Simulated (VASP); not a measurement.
Wanted: the native input for a VASP 6.6.1 run.

* Task: relaxation of cell and atoms
* Functional: PBEsol
* Potentials or basis: VASP PAW PBE potentials, release 64 (Si, C)
* Cutoff: 600 eV
* k mesh: 10 × 10 × 5
* Occupations: fermi-dirac, width 0.05 eV
* Spin: no spin polarisation
* Dipole correction: no
* Further INCAR settings: ALGO = Normal; EDIFF = 1e-06; IBRION = 2; EDIFFG = -0.005; NSW = 80; ISIF = 3

The structure of SiC lies in POSCAR:

```
SiC
1.0
    3.0760000000      0.0000000000      0.0000000000
   -1.5380000000      2.6638941420      0.0000000000
    0.0000000000      0.0000000000      5.0480000000
Si C
2 2
Direct
    0.6666666667      0.3333333333      0.5000000000
    0.3333333333      0.6666666667      0.0000000000
    0.6666666667      0.3333333333      0.8850000000
    0.3333333333      0.6666666667      0.3850000000
```

The input as run:

INCAR

```
SYSTEM = SiC
PREC = Accurate
ENCUT = 600
EDIFF = 1E-6
ISMEAR = -1
SIGMA = 0.05
LREAL = .False.
LASPH = .True.
NELM = 80
ALGO = Normal
ISIF = 3
LWAVE = .False.
LCHARG = .False.
GGA = PS
IBRION = 2
NSW = 80
EDIFFG = -0.005
```

KPOINTS

```
Automatic mesh
0
Gamma
  10 10 5
  0 0 0
```

Potentials or basis: VASP PAW PBE potentials, release 64 (Si, C).

Run with:

```console
$ cat potpaw_PBE.64/Si/POTCAR potpaw_PBE.64/C/POTCAR > POTCAR
$ mpirun -np 1 vasp_std > vasp.out
```

It gave:

- Relaxed volume: 10.35 Å³/atom
- Relaxed cell: a = 3.077 Å, b = 3.077 Å, c = 5.050 Å, α = 90.00°, β = 90.00°, γ = 120.00°
- Space group after relaxing (to 0.1 Å): P6_3mc (No. 186)
- Energy gained by relaxing: 9.0 meV/atom
- Ionic steps: 7
- Pressure after relaxing: 0.0 GPa
- Band gap on the k mesh: 2.27 eV (least direct gap 3.85 eV)

Caveat: the PAW data sets were made with another functional, which shifts forces and pressure a little.

Wall time 43 s on 1 thread of AMD EPYC 9R45 96-Core Processor (Zen 5), on a shared host, peak memory 0.15 GiB.
